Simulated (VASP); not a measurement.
# LiPS3 (Cmcm) in VASP: a series of runs

Runs on LiPS3. Level: PBE. Tasks: single point.

Program: VASP 6.6.1. These are calculated values, not measurements. Logs are shortened: lines on timing, memory, paths and dates and some standing lists are left out, and cuts for length are marked.

## (1) The cell of the first run

It takes space group Cmcm (No. 63, orthorhombic). Conventional cell: a = 3.166 Å, b = 12.007 Å, c = 8.784 Å, α = 90.00°, β = 90.00°, γ = 90.00°. Li (site symmetry m2m) has 8 S at 2.48 to 2.95 Å and 2 Li at 3.17 Å within 3.3 Å. Within 3.0 Å of P (site symmetry 2/m) lie 6 S at 2.26 to 2.34 Å. S (site symmetry m) has 2 P at 2.26 Å and 3 Li at 2.84 to 2.95 Å within 3.0 Å. S (site symmetry m2m) has 2 P at 2.34 Å and 2 Li at 2.48 Å and 6 S at 3.14 to 3.17 Å within 3.2 Å.

## (2) Single point, PBE

Input file INCAR:

```
PREC     = Accurate       # precision mode
ENCUT    = 520            # plane-wave cutoff, eV
EDIFF    = 1E-6           # SCF threshold, eV
ISMEAR   = 0              # smearing method
SIGMA    = 0.1            # smearing width, eV
LREAL    = False          # projectors in reciprocal space
LASPH    = True           # aspherical terms in the spheres
NELM     = 100            # most SCF steps
ALGO     = Normal         # electronic algorithm
ISIF     = 2              # what is computed and relaxed
LWAVE    = False          # write WAVECAR
LCHARG   = True           # write CHGCAR
GGA      = PE             # functional
LELF     = True           # ELF
LVHAR    = True         
NBANDS   = 37             # bands
```

Input file KPOINTS:

```
Automatic mesh
0
Gamma
  12 12 4
```

Input file POSCAR:

```
LiPS3
1.0
    1.5830753018     -6.0033009696      0.0000000000
    1.5830753018      6.0033009696      0.0000000000
    0.0000000000      0.0000000000      8.7844756957
Li P S
2 2 6
Direct
    0.2750274016      0.7249725984      0.2500000000
    0.7249725984      0.2750274016      0.7500000000
    0.0000000000      0.0000000000      0.0000000000
    0.0000000000      0.0000000000      0.5000000000
    0.6306078306      0.3693921694      0.0461900362
    0.3693921694      0.6306078306      0.5461900362
    0.3693921694      0.6306078306      0.9538099638
    0.6306078306      0.3693921694      0.4538099638
    0.9336128113      0.0663871887      0.2500000000
    0.0663871887      0.9336128113      0.7500000000
```

Potentials or basis: VASP PAW PBE potentials, release 64 (Li_sv, P, S).

On the command line:

```sh
cat potpaw_PBE.64/Li_sv/POTCAR potpaw_PBE.64/P/POTCAR potpaw_PBE.64/S/POTCAR > POTCAR
mpirun -np 1 vasp_std > vasp.out
```

OUTCAR:

```text
PREC = Accurate
   ENCUT = 520
   EDIFF = 1E-6
   ISMEAR = 0
   LREAL = False
   LASPH = True
   NELM = 100
   ISIF = 2
   GGA = PE

 ion  position               nearest neighbor table
   1  0.275  0.725  0.250-   9 2.48   9 2.48
   2  0.725  0.275  0.750-  10 2.48  10 2.48
   3  0.000  0.000  0.000-   5 2.26   7 2.26   5 2.26   7 2.26   9 2.34  10 2.34
   4  0.000  0.000  0.500-   8 2.26   6 2.26   8 2.26   6 2.26   9 2.34  10 2.34
   5  0.631  0.369  0.046-   3 2.26   3 2.26
   6  0.369  0.631  0.546-   4 2.26   4 2.26
   7  0.369  0.631  0.954-   3 2.26   3 2.26
   8  0.631  0.369  0.454-   4 2.26   4 2.26
   9  0.934  0.066  0.250-   3 2.34   4 2.34   1 2.48   1 2.48
  10  0.066  0.934  0.750-   3 2.34   4 2.34   2 2.48   2 2.48

  LATTYP: Found a base centered orthorhombic cell.
 ALAT       =     3.1661506036
 B/A-ratio  =     3.7921765078
 C/A-ratio  =     2.7744971088

  Lattice vectors:

 A1 = (   1.5830753018,  -6.0033009696,   0.0000000000)
 A2 = (   1.5830753018,   6.0033009696,   0.0000000000)
 A3 = (   0.0000000000,   0.0000000000,   8.7844756957)

Analysis of symmetry for initial positions (statically):
=====================================================================
 Subroutine PRICEL returns:
 Original cell was already a primitive cell.

 Routine SETGRP: Setting up the symmetry group for a
 base centered orthorhombic supercell.

 Subroutine GETGRP returns: Found  8 space group operations
 (whereof  4 operations were pure point group operations)
 out of a pool of  8 trial point group operations.

The static configuration has the point symmetry C_2h.
 The point group associated with its full space group is D_2h.

Analysis of symmetry for dynamics (positions and initial velocities):
=====================================================================
 Subroutine PRICEL returns:
 Original cell was already a primitive cell.

 Routine SETGRP: Setting up the symmetry group for a
 base centered orthorhombic supercell.

 Subroutine GETGRP returns: Found  8 space group operations
 (whereof  4 operations were pure point group operations)
 out of a pool of  8 trial point group operations.

The dynamic configuration has the point symmetry C_2h.
 The point group associated with its full space group is D_2h.

 Subroutine INISYM returns: Found  8 space group operations
 (whereof  4 operations are pure point group operations),
 and found     1 'primitive' translations

----------------------------------------------------------------------------------------

                                     Primitive cell

  volume of cell :     166.9696

  direct lattice vectors                    reciprocal lattice vectors
     1.583075302 -6.003300970  0.000000000     0.315840945 -0.083287512  0.000000000
     1.583075302  6.003300970  0.000000000     0.315840945  0.083287512  0.000000000
     0.000000000  0.000000000  8.784475696     0.000000000  0.000000000  0.113837187

  length of vectors
     6.208522364  6.208522364  8.784475696     0.326637892  0.326637892  0.113837187

  position of ions in fractional coordinates (direct lattice)
     0.275027402  0.724972598  0.250000000
     0.724972598  0.275027402  0.750000000
     0.000000000  0.000000000  0.000000000
     0.000000000  0.000000000  0.500000000
     0.630607831  0.369392169  0.046190036
     0.369392169  0.630607831  0.546190036
     0.369392169  0.630607831  0.953809964
     0.630607831  0.369392169  0.453809964
     0.933612811  0.066387189  0.250000000
     0.066387189  0.933612811  0.750000000

  ion indices of the primitive-cell ions
   primitive index   ion index
                 1           1
                 2           2
                 3           3
                 4           4
                 5           5
                 6           6
                 7           7
                 8           8
                 9           9
                10          10

----------------------------------------------------------------------------------------

 KPOINTS: Automatic mesh

Automatic generation of k-mesh.
 Grid dimensions read from file:
 generate k-points for:   12   12    4

 Generating k-lattice:

  Cartesian coordinates                     Fractional coordinates (reciprocal lattice)
     0.026320079 -0.006940626  0.000000000     0.083333333  0.000000000  0.000000000
     0.026320079  0.006940626  0.000000000     0.000000000  0.083333333  0.000000000
     0.000000000  0.000000000  0.028459297     0.000000000  0.000000000  0.250000000

  Length of vectors
     0.027219824  0.027219824  0.028459297

  Shift w.r.t. Gamma in fractional coordinates (k-lattice)
     0.000000000  0.000000000  0.000000000

 Subroutine IBZKPT returns following result:
 ===========================================

 Found    129 irreducible k-points:

 Following reciprocal coordinates:
            Coordinates               Weight
  0.000000  0.000000  0.000000      1.000000
  0.083333  0.000000  0.000000      4.000000
  0.166667  0.000000  0.000000      4.000000
  0.250000  0.000000  0.000000      4.000000
  0.333333  0.000000  0.000000      4.000000
  0.416667 -0.000000  0.000000      4.000000
[... 16 lines left out ...]
  0.500000  0.166667  0.000000      4.000000
 -0.416667  0.166667  0.000000      4.000000
 [... further k-points ...]
   k-points           NKPTS =    129   k-points in BZ     NKDIM =    129   number of bands    NBANDS=     37
   number of dos      NEDOS =    301   number of ions     NIONS =     10
   total plane-waves  NPLWV = 161280
   dimension x,y,z NGX =    48 NGY =   48 NGZ =   70
   dimension x,y,z NGXF=    96 NGYF=   96 NGZF=  140
   ions per type =               2   2   6
   NGX,Y,Z   is equivalent  to a cutoff of  12.85, 12.85, 13.25 a.u.
   NGXF,Y,Z  is equivalent  to a cutoff of  25.71, 25.71, 26.49 a.u.
 SYSTEM =  unknown system
   PREC   = accura    normal or accurate (medium, high low for compatibility)
   ISTART =      0    job   : 0-new  1-cont  2-samecut
   ICHARG =      2    charge: 1-file 2-atom 10-const
   ISPIN  =      1    spin polarized calculation?
   LNONCOLLINEAR =      F non collinear calculations
   LSORBIT =      F    spin-orbit coupling
   LASPH  =      T    aspherical Exc in radial PAW
   ENCUT  =  520.0 eV  38.22 Ry    6.18 a.u.  11.54 11.54 16.33*2*pi/ulx,y,z
   NELM   =    100;   NELMIN=  2; NELMDL= -5     # of ELM steps
   EDIFF  = 0.1E-05   stopping-criterion for ELM
   LREAL  =      F    real-space projection
   EDIFFG = 0.1E-04   stopping-criterion for IOM
   NSW    =      0    number of steps for IOM
   IBRION =     -1    ionic relax: 0-MD 1-quasi-New 2-CG
   NFREE  =      0    steps in history (QN), initial steepest desc. (CG)
   ISIF   =      2    stress and relaxation
   ISYM   =      2    0-nonsym 1-usesym 2-fastsym
   POTIM  = 0.5000    time-step for ionic-motion
   TEBEG  =    0.0;   TEEND  =   0.0 temperature during run
   PSTRESS=    0.0 pullay stress
   NELECT =      52.0000    total number of electrons
   NUPDOWN=      -1.0000    fix difference up-down
   EMIN   =  10.00;   EMAX   =-10.00  energy-range for DOS
   EFERMI =   0.00;   METHOD = LEGACY
   ISMEAR =     0;   SIGMA  =   0.10  broadening in eV -4-tet -1-fermi 0-gaus
   EFERMI_NEDOS =   21; number of points for ismear=-14 and -15
   IALGO  =     38    algorithm
   IMIX   =      4    mixing-type and parameters
     AMIX     =   0.40;   BMIX     =  1.00
     AMIX_MAG =   1.60;   BMIX_MAG =  1.00
  volume/ion in A,a.u.               =      16.70       112.68
  Fermi-wavevector in a.u.,A,eV,Ry     =   1.109677  2.096986 16.753998  1.231384
  Thomas-Fermi vector in A             =   2.246220
   LORBIT       =      0    0 simple, 1 ext, 2 COOP (PROOUT), +10 PAW based schemes
   GGA     = PE    functional components
   LHFCALC =     F    Hartree Fock is set to
   AEXX    =    0.0000 exact exchange contribution
   IVDW    =     0    specifies the selected vdW correction
   LEPSILON=     F    determine dielectric tensor
   LRPA    =     F    only Hartree local field effects (RPA)
 non-spin polarized calculation
 Gauss-broadening in eV      SIGMA  =   0.10
  energy-cutoff  :      520.00
  volume of cell :      166.97
 maximum number of plane-waves:      4530
 NGX is ok and might be reduce to    48
   NGX = 23   NGY = 23   NGZ = 33

 number of electron      52.0000010 magnetization

 Free energy of the ion-electron system (eV)
  ---------------------------------------------------
  ext. energy  EPLUGINS =         0.00000000
  ---------------------------------------------------
  free energy    TOTEN  =       -41.86440649 eV

  energy without entropy =      -41.84845618  energy(sigma->0) =      -41.85643133

 E-fermi :   5.5013     XC(G=0):  -9.8637

 val. band max:        5.5010983083   @ k =  -0.4167   0.3333   0.5000
 cond. band min:       5.5052941352   @ k =   0.5000   0.1667   0.0000
 fundamental gap:      0.0041958269
 Fermi energy:         5.5013315596

 k-point     1 :       0.0000    0.0000    0.0000
  band No.  band energies     occupation
      1     -40.3652      2.00000
      2     -40.3652      2.00000
      3     -11.0169      2.00000
      4     -10.4132      2.00000
      5      -8.1578      2.00000
      6      -7.6812      2.00000
[... 29 lines left out ...]
     36      10.7969      0.00000
     37      11.3145      0.00000

 k-point     2 :       0.0833    0.0000    0.0000
  band No.  band energies     occupation
      1     -40.3649      2.00000
      2     -40.3649      2.00000
      3     -10.9290      2.00000
      4     -10.3212      2.00000
      5      -8.1011      2.00000
      6      -7.6246      2.00000
[... 29 lines left out ...]
     36      11.0887      0.00000
     37      11.4816      0.00000
[... 838 lines left out ...]
     36      11.6440      0.00000
     37      11.7042      0.00000

 k-point    24 :      -0.4167    0.1667    0.0000
  band No.  band energies     occupation
      1     -40.3631      2.00000
      2     -40.3631      2.00000
      3     -10.1945      2.00000
      4      -9.5364      2.00000
      5      -7.7744      2.00000
      6      -7.3079      2.00000
[... 29 lines left out ...]
     36      11.9141      0.00000
     37      11.9408      0.00000

 [... further k-points ...]

------------------------ aborting loop because EDIFF is reached ----------------------------------------

  FORCE on cell =-STRESS in cart. coord.  units (eV):
  Direction    XX          YY          ZZ          XY          YZ          ZX
  --------------------------------------------------------------------------------------
  -------------------------------------------------------------------------------------
  Total       -0.2933247     -0.4020927     -0.2688843      0.0000000     -0.0000000      0.0000000
  in kB       -2.8146326     -3.8583286     -2.5801114      0.0000000     -0.0000000      0.0000000
  external PRESSURE =      -3.0843575 kB  Pullay stress =       0.0000000 kB

 VOLUME and BASIS-vectors are now :
 -----------------------------------------------------------------------------
  energy-cutoff  :      520.00
  volume of cell :      166.97
      direct lattice vectors                 reciprocal lattice vectors
     1.583075302 -6.003300970  0.000000000     0.315840945 -0.083287512  0.000000000
     1.583075302  6.003300970  0.000000000     0.315840945  0.083287512  0.000000000
     0.000000000  0.000000000  8.784475696     0.000000000  0.000000000  0.113837187

 POSITION                                       TOTAL-FORCE (eV/Angst)
 -----------------------------------------------------------------------------------
      1.58308      2.70116      2.19612         0.000000     -0.007788      0.000000
      1.58308     -2.70116      6.58836         0.000000      0.007788      0.000000
      0.00000      0.00000      0.00000        -0.000000     -0.000000      0.000000
      0.00000      0.00000      4.39224         0.000000      0.000000      0.000000
      1.58308     -1.56816      0.40576         0.000000      0.041141     -0.007463
      1.58308      1.56816      4.79799         0.000000     -0.041141     -0.007463
      1.58308      1.56816      8.37872         0.000000     -0.041141      0.007463
      1.58308     -1.56816      3.98648         0.000000      0.041141      0.007463
      1.58308     -5.20622      2.19612         0.000000     -0.024721      0.000000
      1.58308      5.20622      6.58836         0.000000      0.024721      0.000000
 -----------------------------------------------------------------------------------
    total drift:                                0.000000      0.000000     -0.000000

  FREE ENERGIE OF THE ION-ELECTRON SYSTEM (eV)
  ---------------------------------------------------
  free  energy   TOTEN  =       -41.8644064920 eV

  energy  without entropy=      -41.8484561778  energy(sigma->0) =      -41.85643133
```

Run time: 34 min. Hardware: 1 thread of Intel Xeon 8259CL, shared host; peak memory 0.79 GiB.

Results:

- Free energy: -41.8644 eV
- Largest force: 0.042 eV/Å
- Band gap on the k mesh: zero (bands 26 and 27 overlap by 1.28 eV)

Forces on the atoms (eV/Å):
```
Li   0.000 -0.008  0.000
Li   0.000  0.008  0.000
P    0.000  0.000  0.000
P    0.000  0.000  0.000
S    0.000  0.041 -0.007
S    0.000 -0.041 -0.007
S    0.000 -0.041  0.007
S    0.000  0.041  0.007
S    0.000 -0.025  0.000
S    0.000  0.025  0.000
```

Caveat: the cutoff is under 1.25 times the usual one of these potentials, so pressure, stress and relaxed cells hold a basis-set (Pulay) error.

## (3) Single point, PBE

This run uses another cell than the first one, of 16.79 Å³/atom.

Input file INCAR:

```
SYSTEM = LiPS3
PREC = Accurate
ENCUT = 520
EDIFF = 1E-7
ISMEAR = 0
SIGMA = 0.1
LREAL = .FALSE.
LASPH = .TRUE.
NELM = 80
ALGO = Normal
ISIF = 2
LWAVE = .FALSE.
LCHARG = .FALSE.
GGA = PE
NBANDS = 37
```

Input file KPOINTS:

```
Automatic mesh
0
G
  6 6 2
  0 0 0
```

Input file POSCAR:

```
LiPS3
1.0
    1.5784309995     -6.0140212537      0.0000000000
    1.5784309995      6.0140212537      0.0000000000
    0.0000000000      0.0000000000      8.8416589214
Li P S
2 2 6
Direct
    0.2750918115      0.7249081885      0.7500000000
    0.7249081885      0.2750918115      0.2500000000
    0.0000000000      0.0000000000      0.5000000000
    0.0000000000      0.0000000000      0.0000000000
    0.6305847190      0.3694152810      0.5447750564
    0.3694152810      0.6305847190      0.0447750564
    0.3694152810      0.6305847190      0.4552249436
    0.6305847190      0.3694152810      0.9552249436
    0.9338267638      0.0661732362      0.7500000000
    0.0661732362      0.9338267638      0.2500000000
```

Potentials or basis: VASP PAW PBE potentials, release 64 (Li_sv, P, S).

On the command line:

```sh
cat potpaw_PBE.64/Li_sv/POTCAR potpaw_PBE.64/P/POTCAR potpaw_PBE.64/S/POTCAR > POTCAR
mpirun -np 1 vasp_std > vasp.out
```

It took 6.7 min on 1 thread of Intel Xeon 8259CL, shared host; peak memory 0.47 GiB.

It converged, with:

- Free energy: -41.8715 eV
- Largest force: 0.042 eV/Å
- Band gap on the k mesh: zero (bands 26 and 27 overlap by 0.99 eV)

Forces in eV/Å, atoms in the order of the input:
```
Li   0.000 -0.009  0.000
Li   0.000  0.009  0.000
P    0.000  0.000  0.000
P    0.000  0.000  0.000
S    0.000  0.041 -0.009
S    0.000 -0.041 -0.009
S    0.000 -0.041  0.009
S    0.000  0.041  0.009
S    0.000 -0.024  0.000
S    0.000  0.024  0.000
```

Levels at points of the mesh, in eV from the Fermi level:
```
           k point  band 23  band 24  band 25  band 26  band 27  band 28  band 29  band 30
(0.00, 0.00, 0.00)    -1.06    -0.53    -0.17     0.03     0.62     1.27     1.78     3.91
(0.50, 0.00, 0.00)    -1.73    -1.72    -1.24    -1.19    -0.44     0.35     1.74     2.78
(0.50, 0.50, 0.00)    -0.44    -0.28     0.00     0.35     0.64     1.74     1.86     3.10
(0.00, 0.00, 0.50)    -1.14    -1.14     0.33     0.33     0.45     0.45     3.50     3.50
(0.50, 0.00, 0.50)    -1.57    -1.57    -0.63    -0.63    -0.19    -0.19     2.97     2.97
(0.50, 0.50, 0.50)    -0.87    -0.87     0.33     0.33     0.76     0.76     3.41     3.41
```

Caveat: the cutoff is under 1.25 times the usual one of these potentials, so pressure, stress and relaxed cells hold a basis-set (Pulay) error.

[end of part 1 of 2]

The gap in the log of VASP goes by the Fermi energy; the results here count the filled bands.